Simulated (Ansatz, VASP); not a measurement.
# ZnS in VASP and in Ansatz

```
Zn S
1.0
     3.80764    0.00000    0.00000
    -1.90382    3.29751    0.00000
     0.00000    0.00000   12.46590
Zn S
4 4
Direct
  0.66667 0.33333 0.75007
  0.33333 0.66667 0.25007
  0.00000 0.00000 0.50010
  0.00000 0.00000 0.00010
  0.66667 0.33333 0.93759
  0.33333 0.66667 0.43759
  0.00000 0.00000 0.68724
  0.00000 0.00000 0.18724
```

Alike in both runs: task single point; functional LDA; k mesh 12 × 12 × 2; no spin polarisation.

```csv
,VASP,Ansatz
version,VASP 6.6.1,Ansatz 0.2.0
potentials or method,"VASP PAW LDA potentials, release 64 (Zn, S)","plane waves, PAW"
plane-wave cutoff (eV),520,420
occupations,"gaussian, width 0.01 eV",fixed
valence electrons in the cell,72,72
```

```csv
,VASP,Ansatz,Ansatz less VASP
gap on the k mesh at the Fermi level (eV),1.96,1.93,-0.031
pressure (GPa),-3.8,-4.0,-0.20
```

LDA's correlation is that of Perdew and Zunger in VASP and of Perdew and Wang (1992) in Ansatz.
